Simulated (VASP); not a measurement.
# CsSc2 (I4/mmm) in VASP: further runs

CsSc2 is run at these levels: PBE; tasks: single point.

All numbers are computed with VASP 6.6.1; they aren't measurements. Logs are shortened: lines on timing, memory, paths and dates and some standing lists are left out, and cuts for length are marked.

## 1. The cell of the first run

It takes space group I4/mmm (No. 139, tetragonal). Conventional cell: a = 4.044 Å, b = 4.044 Å, c = 9.919 Å, α = 90.00°, β = 90.00°, γ = 90.00°. Cs (site symmetry 4/mmm) has 10 Sc at 3.29 to 3.32 Å and 4 Cs at 4.04 Å within 4.3 Å. Within 4.3 Å of Sc (site symmetry 4mm) lie 9 Sc at 3.27 to 4.04 Å and 5 Cs at 3.29 to 3.32 Å.

## 2. Single point, PBE

Contents of INCAR:

```
SYSTEM = CsSc2
PREC = Accurate
ENCUT = 520
EDIFF = 1E-7
ISMEAR = 0
SIGMA = 0.1
LREAL = .FALSE.
LASPH = .TRUE.
NELM = 100
ALGO = Normal
ISIF = 2
LWAVE = .FALSE.
LCHARG = .FALSE.
GGA = PE
NBANDS = 22
```

Contents of KPOINTS:

```
Automatic mesh
0
G
  6 6 6
  0 0 0
```

Contents of POSCAR:

```
CsSc2
1.0
   -2.0217627799      2.0217627799      4.9596368195
    2.0217627799     -2.0217627799      4.9596368195
    2.0217627799      2.0217627799     -4.9596368195
Cs Sc
1 2
Direct
    0.0000000000      0.0000000000      0.0000000000
    0.6650000000      0.6650000000      0.0000000000
    0.3350000000      0.3350000000      0.0000000000
```

Potentials or basis: VASP PAW PBE potentials, release 64 (Cs_sv, Sc_sv).

The run is started by

```bash
$ cat potpaw_PBE.64/Cs_sv/POTCAR potpaw_PBE.64/Sc_sv/POTCAR > POTCAR
$ mpirun -np 1 vasp_std > vasp.out
```

OUTCAR:

```text
SYSTEM = CsSc2
   PREC = Accurate
   ENCUT = 520
   EDIFF = 1E-7
   ISMEAR = 0
   LREAL = .FALSE.
   LASPH = .TRUE.
   NELM = 100
   ISIF = 2
   GGA = PE

 ion  position               nearest neighbor table
   1  0.000  0.000  0.000-   2 3.29   2 3.29   2 3.29   3 3.29   2 3.29   3 3.29   3 3.29   3 3.29

   2  0.665  0.665  0.000-   3 3.27   1 3.29   1 3.29   1 3.29   1 3.29   3 3.32   3 3.32   3 3.32
                             3 3.32
   3  0.335  0.335  0.000-   2 3.27   1 3.29   1 3.29   1 3.29   1 3.29   2 3.32   2 3.32   2 3.32
                             2 3.32

  LATTYP: Found a body centered tetragonal cell.
 ALAT       =     4.0435255598
 C/A-ratio  =     2.4531250000

  Lattice vectors:

 A1 = (  -2.0217627799,   2.0217627799,   4.9596368195)
 A2 = (   2.0217627799,  -2.0217627799,   4.9596368195)
 A3 = (   2.0217627799,   2.0217627799,  -4.9596368195)

Analysis of symmetry for initial positions (statically):
=====================================================================
 Subroutine PRICEL returns:
 Original cell was already a primitive cell.

 Routine SETGRP: Setting up the symmetry group for a
 body centered tetragonal supercell.

 Subroutine GETGRP returns: Found 16 space group operations
 (whereof 16 operations were pure point group operations)
 out of a pool of 16 trial point group operations.

The static configuration has the point symmetry D_4h.

Analysis of symmetry for dynamics (positions and initial velocities):
=====================================================================
 Subroutine PRICEL returns:
 Original cell was already a primitive cell.

 Routine SETGRP: Setting up the symmetry group for a
 body centered tetragonal supercell.

 Subroutine GETGRP returns: Found 16 space group operations
 (whereof 16 operations were pure point group operations)
 out of a pool of 16 trial point group operations.

The dynamic configuration has the point symmetry D_4h.

 Subroutine INISYM returns: Found 16 space group operations
 (whereof 16 operations are pure point group operations),
 and found     1 'primitive' translations

----------------------------------------------------------------------------------------

                                     Primitive cell

  volume of cell :      81.0906

  direct lattice vectors                    reciprocal lattice vectors
    -2.021762780  2.021762780  4.959636820     0.000000000  0.247308935  0.100813833
     2.021762780 -2.021762780  4.959636820     0.247308935  0.000000000  0.100813833
     2.021762780  2.021762780 -4.959636820     0.247308935  0.247308935  0.000000000

  length of vectors
     5.724774830  5.724774830  5.724774830     0.267067666  0.267067666  0.349747650

  position of ions in fractional coordinates (direct lattice)
     0.000000000  0.000000000  0.000000000
     0.665000000  0.665000000  0.000000000
     0.335000000  0.335000000  0.000000000

  ion indices of the primitive-cell ions
   primitive index   ion index
                 1           1
                 2           2
                 3           3

----------------------------------------------------------------------------------------

 KPOINTS: Automatic mesh

Automatic generation of k-mesh.
 Grid dimensions read from file:
 generate k-points for:    6    6    6

 Generating k-lattice:

  Cartesian coordinates                     Fractional coordinates (reciprocal lattice)
     0.000000000  0.041218156  0.016802306     0.166666667  0.000000000 -0.000000000
     0.041218156  0.000000000  0.016802306     0.000000000  0.166666667 -0.000000000
     0.041218156  0.041218156  0.000000000     0.000000000  0.000000000  0.166666667

  Length of vectors
     0.044511278  0.044511278  0.058291275

  Shift w.r.t. Gamma in fractional coordinates (k-lattice)
     0.000000000  0.000000000  0.000000000

 Subroutine IBZKPT returns following result:
 ===========================================

 Found     30 irreducible k-points:

 Following reciprocal coordinates:
            Coordinates               Weight
  0.000000  0.000000  0.000000      1.000000
  0.166667  0.000000  0.000000      8.000000
  0.333333 -0.000000  0.000000      8.000000
  0.500000  0.000000  0.000000      4.000000
  0.166667  0.166667  0.000000      8.000000
  0.333333  0.166667  0.000000     16.000000
[... 16 lines left out ...]
 -0.333333 -0.333333  0.166667      8.000000
 -0.166667 -0.333333  0.166667      8.000000
 [... further k-points ...]
   k-points           NKPTS =     30   k-points in BZ     NKDIM =     30   number of bands    NBANDS=     22
   number of dos      NEDOS =    301   number of ions     NIONS =      3
   total plane-waves  NPLWV = 110592
   dimension x,y,z NGX =    48 NGY =   48 NGZ =   48
   dimension x,y,z NGXF=    96 NGYF=   96 NGZF=   96
   ions per type =               1   2
   NGX,Y,Z   is equivalent  to a cutoff of  13.94, 13.94, 13.94 a.u.
   NGXF,Y,Z  is equivalent  to a cutoff of  27.88, 27.88, 27.88 a.u.
 SYSTEM =  CsSc2
   PREC   = accura    normal or accurate (medium, high low for compatibility)
   ISTART =      0    job   : 0-new  1-cont  2-samecut
   ICHARG =      2    charge: 1-file 2-atom 10-const
   ISPIN  =      1    spin polarized calculation?
   LNONCOLLINEAR =      F non collinear calculations
   LSORBIT =      F    spin-orbit coupling
   LASPH  =      T    aspherical Exc in radial PAW
   ENCUT  =  520.0 eV  38.22 Ry    6.18 a.u.  10.64 10.64 10.64*2*pi/ulx,y,z
   NELM   =    100;   NELMIN=  2; NELMDL= -5     # of ELM steps
   EDIFF  = 0.1E-06   stopping-criterion for ELM
   LREAL  =      F    real-space projection
   EDIFFG = 0.1E-05   stopping-criterion for IOM
   NSW    =      0    number of steps for IOM
   IBRION =     -1    ionic relax: 0-MD 1-quasi-New 2-CG
   NFREE  =      0    steps in history (QN), initial steepest desc. (CG)
   ISIF   =      2    stress and relaxation
   ISYM   =      2    0-nonsym 1-usesym 2-fastsym
   POTIM  = 0.5000    time-step for ionic-motion
   TEBEG  =    0.0;   TEEND  =   0.0 temperature during run
   PSTRESS=    0.0 pullay stress
   NELECT =      31.0000    total number of electrons
   NUPDOWN=      -1.0000    fix difference up-down
   EMIN   =  10.00;   EMAX   =-10.00  energy-range for DOS
   EFERMI =   0.00;   METHOD = LEGACY
   ISMEAR =     0;   SIGMA  =   0.10  broadening in eV -4-tet -1-fermi 0-gaus
   EFERMI_NEDOS =   21; number of points for ismear=-14 and -15
   IALGO  =     38    algorithm
   IMIX   =      4    mixing-type and parameters
     AMIX     =   0.40;   BMIX     =  1.00
     AMIX_MAG =   1.60;   BMIX_MAG =  1.00
  volume/ion in A,a.u.               =      27.03       182.41
  Fermi-wavevector in a.u.,A,eV,Ry     =   1.188152  2.245282 19.207412  1.411705
  Thomas-Fermi vector in A             =   2.324288
   LORBIT       =      0    0 simple, 1 ext, 2 COOP (PROOUT), +10 PAW based schemes
   GGA     = PE    functional components
   LHFCALC =     F    Hartree Fock is set to
   AEXX    =    0.0000 exact exchange contribution
   IVDW    =     0    specifies the selected vdW correction
   LEPSILON=     F    determine dielectric tensor
   LRPA    =     F    only Hartree local field effects (RPA)
 non-spin polarized calculation
 Gauss-broadening in eV      SIGMA  =   0.10
  energy-cutoff  :      520.00
  volume of cell :       81.09
 maximum number of plane-waves:      2203
 NGX is ok and might be reduce to    48
   NGX = 21   NGY = 21   NGZ = 21

 number of electron      31.0000000 magnetization

 Free energy of the ion-electron system (eV)
  ---------------------------------------------------
  ext. energy  EPLUGINS =         0.00000000
  ---------------------------------------------------
  free energy    TOTEN  =       -10.10711384 eV

  energy without entropy =      -10.08200219  energy(sigma->0) =      -10.09455802

 E-fermi :   4.5722     XC(G=0):  -9.9400

 val. band max:        4.5532250630   @ k =   0.5000   0.1667  -0.0000
 cond. band min:       4.5950974455   @ k =  -0.1667   0.3333   0.1667
 fundamental gap:      0.0418723825
 Fermi energy:         4.5721617007

 k-point     1 :       0.0000    0.0000    0.0000
  band No.  band energies     occupation
      1     -45.2769      2.00000
      2     -45.2349      2.00000
      3     -23.9734      2.00000
      4     -23.9734      2.00000
      5     -23.9429      2.00000
      6     -23.8790      2.00000
[... 14 lines left out ...]
     21       6.4007      0.00000
     22       6.4017      0.00000

 k-point     2 :       0.1667    0.0000    0.0000
  band No.  band energies     occupation
      1     -45.2740      2.00000
      2     -45.2373      2.00000
      3     -23.9789      2.00000
      4     -23.9667      2.00000
      5     -23.9496      2.00000
      6     -23.8846      2.00000
[... 14 lines left out ...]
     21       6.1786      0.00000
     22       6.2549      0.00000

 k-point     3 :       0.3333   -0.0000    0.0000
  band No.  band energies     occupation
      1     -45.2664      2.00000
      2     -45.2437      2.00000
      3     -23.9896      2.00000
      4     -23.9703      2.00000
      5     -23.9488      2.00000
      6     -23.9002      2.00000
[... 14 lines left out ...]
     21       6.2429      0.00000
     22       6.3757      0.00000
[... 476 lines left out ...]
 k-point    23 :      -0.3333   -0.3333    0.1667
  band No.  band energies     occupation
      1     -45.2658      2.00000
      2     -45.2449      2.00000
      3     -23.9933      2.00000
      4     -23.9777      2.00000
      5     -23.9321      2.00000
      6     -23.8764      2.00000
[... 14 lines left out ...]
     21       6.5849      0.00000
     22       6.8007      0.00000

 k-point    24 :      -0.1667   -0.3333    0.1667
  band No.  band energies     occupation
      1     -45.2703      2.00000
      2     -45.2409      2.00000
      3     -23.9886      2.00000
      4     -23.9723      2.00000
      5     -23.9311      2.00000
      6     -23.8790      2.00000
[... 14 lines left out ...]
     21       6.5793      0.00000
     22       6.7095      0.00000

 [... further k-points ...]

------------------------ aborting loop because EDIFF is reached ----------------------------------------

  FORCE on cell =-STRESS in cart. coord.  units (eV):
  Direction    XX          YY          ZZ          XY          YZ          ZX
  --------------------------------------------------------------------------------------
  -------------------------------------------------------------------------------------
  Total        2.2154944      2.2154944      4.7223515      0.0000000     -0.0000000     -0.0000000
  in kB       43.7734701     43.7734701     93.3036486      0.0000000     -0.0000000     -0.0000000
  external PRESSURE =      60.2835296 kB  Pullay stress =       0.0000000 kB

 VOLUME and BASIS-vectors are now :
 -----------------------------------------------------------------------------
  energy-cutoff  :      520.00
  volume of cell :       81.09
      direct lattice vectors                 reciprocal lattice vectors
    -2.021762780  2.021762780  4.959636820     0.000000000  0.247308935  0.100813833
     2.021762780 -2.021762780  4.959636820     0.247308935  0.000000000  0.100813833
     2.021762780  2.021762780 -4.959636820     0.247308935  0.247308935  0.000000000

 POSITION                                       TOTAL-FORCE (eV/Angst)
 -----------------------------------------------------------------------------------
      0.00000      0.00000      0.00000        -0.000000     -0.000000     -0.000000
      0.00000      0.00000      6.59632        -0.000000     -0.000000      0.649915
      0.00000      0.00000      3.32296         0.000000      0.000000     -0.649915
 -----------------------------------------------------------------------------------
    total drift:                               -0.000000     -0.000000      0.000000

  FREE ENERGIE OF THE ION-ELECTRON SYSTEM (eV)
  ---------------------------------------------------
  free  energy   TOTEN  =       -10.1071138411 eV

  energy  without entropy=      -10.0820021920  energy(sigma->0) =      -10.09455802
```

It took 4.6 min on 1 thread of AMD EPYC 7R43 (Zen 3), shared host; peak memory 0.29 GiB.

Results:

```yaml
Free_energy: -10.1071 eV
Pressure: 6.0 GPa
Largest_force: 0.650 eV/Å
Band_gap_on_the_k_mesh: zero (an odd number of electrons rules out a gap without spin polarisation)
```

Forces on the atoms (eV/Å):
```
Cs   0.000  0.000  0.000
Sc   0.000  0.000  0.650
Sc   0.000  0.000 -0.650
```

Stress tensor (GPa, compression positive):
```
4.38 0.00 0.00
0.00 4.38 0.00
0.00 0.00 9.33
```

Caveat: the cell stands under pressure; spin-orbit coupling is left out, which moves the levels of the heavy elements.

## 3. Single point, PBE

This run uses another cell than the first one, of 37.59 Å³/atom.

Contents of INCAR:

```
PREC = Accurate
ENCUT = 520
EDIFF = 1E-6
ISMEAR = 0
SIGMA = 0.1
LREAL = F
LASPH = T
NELM = 100
ALGO = Normal
ISIF = 2
LWAVE = F
LCHARG = F
GGA = PE
NBANDS = 22
```

Contents of KPOINTS:

```
regular mesh
0
Gamma
  6 6 6
```

Contents of POSCAR:

```
CsSc2
1.0
   -1.7706248273      1.7706248273      8.9918611045
    1.7706248273     -1.7706248273      8.9918611045
    1.7706248273      1.7706248273     -8.9918611045
Cs Sc
1 2
Direct
    0.0000000000      0.0000000000      0.0000000000
    0.6963462629      0.6963462629      0.0000000000
    0.3036537371      0.3036537371      0.0000000000
```

Potentials or basis: VASP PAW PBE potentials, release 64 (Cs_sv, Sc_sv).

The run is started by

```bash
$ cat potpaw_PBE.64/Cs_sv/POTCAR potpaw_PBE.64/Sc_sv/POTCAR > POTCAR
$ mpirun -np 1 vasp_std > vasp.out
```

Wall time 10 min (1 thread of AMD EPYC 7R43 (Zen 3), shared host); peak memory 0.62 GiB.

Results (log left out):

```yaml
Free_energy: -11.5826 eV
Pressure: 0.0 GPa
Largest_force: 0.030 eV/Å
Band_gap_on_the_k_mesh: zero (an odd number of electrons rules out a gap without spin polarisation)
```

Forces on the atoms (eV/Å):
```
Cs   0.000  0.000  0.000
Sc   0.000  0.000 -0.030
Sc   0.000  0.000  0.030
```

Levels at points of the mesh, in eV from the Fermi level:
```
           k point  band 13  band 14  band 15  band 16  band 17  band 18
(0.00, 0.00, 0.00)    -4.04    -1.56    -0.78    -0.32     0.51     1.26
(0.50, 0.00, 0.00)    -1.57    -1.35    -0.31     0.11     0.22     1.26
(0.50, 0.50, 0.00)    -0.95    -0.59    -0.49    -0.11    -0.06     0.70
(0.50, 0.50, 0.50)    -3.80    -2.30    -0.56    -0.33     1.05     1.36
```

Caveat: spin-orbit coupling is left out, which moves the levels of the heavy elements.

The gap in the log of VASP goes by the Fermi energy; the results here count the filled bands.